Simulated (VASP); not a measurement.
# Ru16N in VASP: a series of runs

The runs below take Ru16N through single point, with PBE.

Program: VASP 6.6.1. These are calculated values, not measurements. Logs are shortened: lines on timing, memory, paths and dates and some standing lists are left out, and cuts for length are marked.

### 1 The cell of the first run

The cell holds a slab with vacuum, 17 atoms: a = 5.440 Å, b = 5.440 Å, c = 21.866 Å, α = 90.00°, β = 90.00°, γ = 120.00°.

### 2 Single point, PBE

INCAR

```
SYSTEM = Ru16N
  PREC = Accurate
  ENCUT = 520
  EDIFF = 1E-7
  ISMEAR = 0
  SIGMA = 0.1
  LREAL = Auto
  LASPH = .True.
  NELM = 60
  ALGO = Normal
  ISIF = 2
  LWAVE = .False.
  LCHARG = .False.
  LDIPOL = .True.
  IDIPOL = 3
  DIPOL = 0.5 0.5 0.342
  GGA = PE
  NBANDS = 128
```

KPOINTS

```
regular mesh
0
Gamma
  6 6 1
  0 0 0
```

POSCAR

```
Ru16N
1.0
    5.4400501761      0.0000000000      0.0000000000
   -2.7200250880      4.7112216504      0.0000000000
    0.0000000000      0.0000000000     21.8659169401
Ru N
16 1
Direct
    0.3333333333      0.1666666667      0.1829331014
    0.3333333333      0.6666666667      0.1829331014
    0.8333333333      0.1666666667      0.1829331014
    0.8333333333      0.6666666667      0.1829331014
    0.1666666667      0.3333333333      0.2811857727
    0.1666666667      0.8333333333      0.2811857727
    0.6666666667      0.3333333333      0.2811857727
    0.6666666667      0.8333333333      0.2811857727
    0.3333333333      0.1666666667      0.3790822100
    0.3333333333      0.6666666667      0.3790822100
    0.8333333333      0.1666666667      0.3790822100
    0.8333333333      0.6666666667      0.3790822100
    0.1666666667      0.3333333333      0.4740673336
    0.1666666667      0.8333333333      0.4740673336
    0.6666666667      0.3333333333      0.4740673336
    0.6666666667      0.8333333333      0.4740673336
    0.1666666667      0.3333333333      0.5513995393
```

Potentials or basis: VASP PAW PBE potentials, release 64 (Ru_pv, N).

Command:

```console
cat potpaw_PBE.64/Ru_pv/POTCAR potpaw_PBE.64/N/POTCAR > POTCAR
mpirun -np 1 vasp_std > vasp.out
```

OUTCAR:

```text
SYSTEM = Ru16N
   PREC = Accurate
   ENCUT = 520
   EDIFF = 1E-7
   ISMEAR = 0
   LREAL = Auto
   LASPH = .True.
   NELM = 60
   ISIF = 2
   GGA = PE

 ion  position               nearest neighbor table
   1  0.333  0.167  0.183-   5 2.66   7 2.66   6 2.66   3 2.72   3 2.72   2 2.72   2 2.72   4 2.72
                             4 2.72
   2  0.333  0.667  0.183-   6 2.66   8 2.66   5 2.66   4 2.72   4 2.72   1 2.72   1 2.72   3 2.72
                             3 2.72
   3  0.833  0.167  0.183-   7 2.66   5 2.66   8 2.66   1 2.72   1 2.72   4 2.72   4 2.72   2 2.72
                             2 2.72
   4  0.833  0.667  0.183-   8 2.66   6 2.66   7 2.66   2 2.72   2 2.72   3 2.72   3 2.72   1 2.72
                             1 2.72
   5  0.167  0.333  0.281-   9 2.65  11 2.65  10 2.65   1 2.66   3 2.66   2 2.66   7 2.72   7 2.72
                             6 2.72   6 2.72   8 2.72   8 2.72
   6  0.167  0.833  0.281-  10 2.65  12 2.65   9 2.65   2 2.66   4 2.66   1 2.66   8 2.72   8 2.72
                             5 2.72   5 2.72   7 2.72   7 2.72
   7  0.667  0.333  0.281-  11 2.65   9 2.65  12 2.65   3 2.66   1 2.66   4 2.66   5 2.72   5 2.72
                             8 2.72   8 2.72   6 2.72   6 2.72
   8  0.667  0.833  0.281-  12 2.65  10 2.65  11 2.65   4 2.66   2 2.66   3 2.66   6 2.72   6 2.72
                             7 2.72   7 2.72   5 2.72   5 2.72
   9  0.333  0.167  0.379-  13 2.60  15 2.60  14 2.60   5 2.65   7 2.65   6 2.65  11 2.72  11 2.72
                            10 2.72  10 2.72  12 2.72  12 2.72
  10  0.333  0.667  0.379-  14 2.60  16 2.60  13 2.60   6 2.65   8 2.65   5 2.65  12 2.72  12 2.72
                             9 2.72   9 2.72  11 2.72  11 2.72
  11  0.833  0.167  0.379-  15 2.60  13 2.60  16 2.60   7 2.65   5 2.65   8 2.65   9 2.72   9 2.72
                            12 2.72  12 2.72  10 2.72  10 2.72
  12  0.833  0.667  0.379-  16 2.60  14 2.60  15 2.60   8 2.65   6 2.65   7 2.65  10 2.72  10 2.72
                            11 2.72  11 2.72   9 2.72   9 2.72
  13  0.167  0.333  0.474-  17 1.69   9 2.60  11 2.60  10 2.60  15 2.72  15 2.72  14 2.72  14 2.72
                            16 2.72  16 2.72
  14  0.167  0.833  0.474-  10 2.60  12 2.60   9 2.60  16 2.72  16 2.72  13 2.72  13 2.72  15 2.72
                            15 2.72
  15  0.667  0.333  0.474-  11 2.60   9 2.60  12 2.60  13 2.72  13 2.72  16 2.72  16 2.72  14 2.72
                            14 2.72
  16  0.667  0.833  0.474-  12 2.60  10 2.60  11 2.60  14 2.72  14 2.72  15 2.72  15 2.72  13 2.72
                            13 2.72
  17  0.167  0.333  0.551-  13 1.69

  LATTYP: Found a hexagonal cell.
 ALAT       =     5.4400501761
 C/A-ratio  =     4.0194329523

  Lattice vectors:

 A1 = (   5.4400501761,   0.0000000000,   0.0000000000)
 A2 = (  -2.7200250880,   4.7112216504,   0.0000000000)
 A3 = (   0.0000000000,   0.0000000000,  21.8659169401)

Analysis of symmetry for initial positions (statically):
=====================================================================
 Subroutine PRICEL returns:
 Original cell was already a primitive cell.

 Routine SETGRP: Setting up the symmetry group for a
 hexagonal supercell.

 Subroutine GETGRP returns: Found  6 space group operations
 (whereof  2 operations were pure point group operations)
 out of a pool of 24 trial point group operations.

The static configuration has the point symmetry C_1h.
 The point group associated with its full space group is C_3v.

Analysis of symmetry for dynamics (positions and initial velocities):
=====================================================================
 Subroutine PRICEL returns:
 Original cell was already a primitive cell.

 Routine SETGRP: Setting up the symmetry group for a
 hexagonal supercell.

 Subroutine GETGRP returns: Found  6 space group operations
 (whereof  2 operations were pure point group operations)
 out of a pool of 24 trial point group operations.

The dynamic configuration has the point symmetry C_1h.
 The point group associated with its full space group is C_3v.

 Subroutine INISYM returns: Found  6 space group operations
 (whereof  2 operations are pure point group operations),
 and found     1 'primitive' translations

----------------------------------------------------------------------------------------

                                     Primitive cell

  volume of cell :     560.4078

  direct lattice vectors                    reciprocal lattice vectors
     5.440050176  0.000000000  0.000000000     0.183821834  0.106129585  0.000000000
[... 59 lines left out ...]

  Length of vectors
     0.035376528  0.035376528  0.045733275

  Shift w.r.t. Gamma in fractional coordinates (k-lattice)
     0.000000000  0.000000000  0.000000000

 Subroutine IBZKPT returns following result:
 ===========================================

 Found      7 irreducible k-points:

 Following reciprocal coordinates:
            Coordinates               Weight
  0.000000  0.000000  0.000000      1.000000
  0.166667  0.000000  0.000000      6.000000
  0.333333 -0.000000  0.000000      6.000000
  0.500000  0.000000  0.000000      3.000000
  0.166667  0.166667  0.000000      6.000000
  0.333333  0.166667  0.000000     12.000000
  0.333333  0.333333  0.000000      2.000000
   k-points           NKPTS =      7   k-points in BZ     NKDIM =      7   number of bands    NBANDS=    128
   number of dos      NEDOS =    301   number of ions     NIONS =     17
   total plane-waves  NPLWV = 268800
   dimension x,y,z NGX =    40 NGY =   40 NGZ =  168
   dimension x,y,z NGXF=    80 NGYF=   80 NGZF=  336
   ions per type =              16   1
   NGX,Y,Z   is equivalent  to a cutoff of  12.22, 12.22, 12.77 a.u.
   NGXF,Y,Z  is equivalent  to a cutoff of  24.45, 24.45, 25.55 a.u.
 SYSTEM =  Ru16N
   PREC   = accura    normal or accurate (medium, high low for compatibility)
   ISTART =      0    job   : 0-new  1-cont  2-samecut
   ICHARG =      2    charge: 1-file 2-atom 10-const
   ISPIN  =      1    spin polarized calculation?
   LNONCOLLINEAR =      F non collinear calculations
   LSORBIT =      F    spin-orbit coupling
   LASPH  =      T    aspherical Exc in radial PAW
   ENCUT  =  520.0 eV  38.22 Ry    6.18 a.u.  10.11 10.11 40.66*2*pi/ulx,y,z
   NELM   =     60;   NELMIN=  2; NELMDL= -5     # of ELM steps
   EDIFF  = 0.1E-06   stopping-criterion for ELM
   LREAL  =      T    real-space projection
   EDIFFG = 0.1E-05   stopping-criterion for IOM
   NSW    =      0    number of steps for IOM
   IBRION =     -1    ionic relax: 0-MD 1-quasi-New 2-CG
   NFREE  =      0    steps in history (QN), initial steepest desc. (CG)
   ISIF   =      2    stress and relaxation
   ISYM   =      2    0-nonsym 1-usesym 2-fastsym
   POTIM  = 0.5000    time-step for ionic-motion
   TEBEG  =    0.0;   TEEND  =   0.0 temperature during run
   PSTRESS=    0.0 pullay stress
   NELECT =     229.0000    total number of electrons
   NUPDOWN=      -1.0000    fix difference up-down
   EMIN   =  10.00;   EMAX   =-10.00  energy-range for DOS
   EFERMI =   0.00;   METHOD = LEGACY
   ISMEAR =     0;   SIGMA  =   0.10  broadening in eV -4-tet -1-fermi 0-gaus
   EFERMI_NEDOS =   21; number of points for ismear=-14 and -15
   IALGO  =     38    algorithm
   IMIX   =      4    mixing-type and parameters
     AMIX     =   0.40;   BMIX     =  1.00
     AMIX_MAG =   1.60;   BMIX_MAG =  1.00
  volume/ion in A,a.u.               =      32.97       222.46
  Fermi-wavevector in a.u.,A,eV,Ry     =   1.214839  2.295712 20.079927  1.475833
  Thomas-Fermi vector in A             =   2.350245
   LORBIT       =      0    0 simple, 1 ext, 2 COOP (PROOUT), +10 PAW based schemes
   GGA     = PE    functional components
   LHFCALC =     F    Hartree Fock is set to
   AEXX    =    0.0000 exact exchange contribution
   IVDW    =     0    specifies the selected vdW correction
   LEPSILON=     F    determine dielectric tensor
   LRPA    =     F    only Hartree local field effects (RPA)
 non-spin polarized calculation
 Gauss-broadening in eV      SIGMA  =   0.10
  energy-cutoff  :      520.00
  volume of cell :      560.41
 maximum number of plane-waves:     15122
   NGX = 21   NGY = 21   NGZ = 81

 dipolmoment           0.000000      0.000000     -0.013128 electrons x Angstroem

 number of electron     229.0000079 magnetization

 dipolmoment           0.000000      0.000000      0.085636 electrons x Angstroem

 Free energy of the ion-electron system (eV)
  ---------------------------------------------------
  ext. energy  EPLUGINS =         0.00000000
  ---------------------------------------------------
  free energy    TOTEN  =      -146.40902586 eV

  energy without entropy =     -146.32771831  energy(sigma->0) =     -146.36837209

 E-fermi :   1.8839     XC(G=0):  -6.5743

 val. band max:        1.8119166445   @ k =   0.1667   0.1667   0.0000
 cond. band min:       1.8871328567   @ k =   0.1667   0.0000   0.0000
 fundamental gap:      0.0752162122
 Fermi energy:         1.8838756273

 k-point     1 :       0.0000    0.0000    0.0000
  band No.  band energies     occupation
      1     -42.3625      2.00000
      2     -41.7300      2.00000
      3     -41.7300      2.00000
      4     -41.7091      2.00000
      5     -41.7051      2.00000
      6     -41.7051      2.00000
[... 892 lines left out ...]
    125       2.6298      0.00000
    126       2.6824      0.00000
 [bands above 126 left out]

------------------------ aborting loop because EDIFF is reached ----------------------------------------

 vacuum level on the upper side and lower side of the slab       (xc-potential included)         0.195        -0.411

  FORCE on cell =-STRESS in cart. coord.  units (eV):
  Direction    XX          YY          ZZ          XY          YZ          ZX
  --------------------------------------------------------------------------------------
  -------------------------------------------------------------------------------------
  Total       -9.4814059     -9.4814059     -1.9772538     -0.0000000      0.0000000      0.0000000
  in kB      -27.1068584    -27.1068584     -5.6528681     -0.0000000      0.0000000      0.0000000
  external PRESSURE =     -19.9555283 kB  Pullay stress =       0.0000000 kB

 VOLUME and BASIS-vectors are now :
 -----------------------------------------------------------------------------
  energy-cutoff  :      520.00
  volume of cell :      560.41
      direct lattice vectors                 reciprocal lattice vectors
     5.440050176  0.000000000  0.000000000     0.183821834  0.106129585  0.000000000
    -2.720025088  4.711221650  0.000000000     0.000000000  0.212259171  0.000000000
     0.000000000  0.000000000 21.865916940     0.000000000  0.000000000  0.045733275

 POSITION                                       TOTAL-FORCE (eV/Angst)
 -----------------------------------------------------------------------------------
      1.36001      0.78520      4.00000         0.002692     -0.001554      0.510719
     -0.00000      3.14081      4.00000         0.000000      0.003109      0.510719
      4.08004      0.78520      4.00000        -0.002692     -0.001554      0.510719
      2.72003      3.14081      4.00000        -0.000000      0.000000      0.829650
      0.00000      1.57041      6.14838        -0.000000      0.000000     -0.368506
     -1.36001      3.92602      6.14838        -0.105537     -0.060932     -0.585770
[... 9 lines left out ...]
      1.36001      3.92602     10.36592        -0.077741      0.044884     -0.152496
      0.00000      1.57041     12.05686        -0.000000      0.000000      0.140793
 -----------------------------------------------------------------------------------
    total drift:                                0.000002     -0.000002      0.034177

  FREE ENERGIE OF THE ION-ELECTRON SYSTEM (eV)
  ---------------------------------------------------
  free  energy   TOTEN  =      -146.4090258610 eV

  energy  without entropy=     -146.3277183095  energy(sigma->0) =     -146.36837209

 vacuum level on the upper side and lower side of the slab         7.512         6.895
```

Run time: 16 min. Hardware: 1 thread of AMD EPYC 9R45 (Zen 5), shared host; peak memory 0.71 GiB.

What came out:

```
Free energy            : -146.4090 eV
Largest force          : 2.073 eV/Å
Band gap on the k mesh : zero (an odd number of electrons rules out a gap without spin polarisation)
```

Forces in eV/Å, atoms in the order of the input:
```
Ru   0.003 -0.002  0.511
Ru   0.000  0.003  0.511
Ru  -0.003 -0.002  0.511
Ru   0.000  0.000  0.830
Ru   0.000  0.000 -0.369
Ru  -0.106 -0.061 -0.586
Ru   0.000  0.122 -0.586
Ru   0.106 -0.061 -0.586
Ru   0.177 -0.102 -0.527
Ru   0.000  0.205 -0.527
Ru  -0.177 -0.102 -0.527
Ru   0.000  0.000 -0.412
Ru   0.000  0.000  2.073
Ru   0.078  0.045 -0.152
Ru   0.000 -0.090 -0.152
Ru  -0.078  0.045 -0.152
N    0.000  0.000  0.141
```

Levels at points of the mesh, in eV from the Fermi level:
```
           k point  band 111  band 112  band 113  band 114  band 115  band 116  band 117  band 118  band 119  band 120
(0.00, 0.00, 0.00)      0.25      0.50      0.78      0.78      1.03      1.03      1.07      1.07      1.19      1.19
(0.50, 0.00, 0.00)     -0.68     -0.63     -0.58     -0.50     -0.37     -0.18     -0.16     -0.07      0.07      0.09
```

[end of part 1 of 2]

The gap in the log of VASP goes by the Fermi energy; the results here count the filled bands.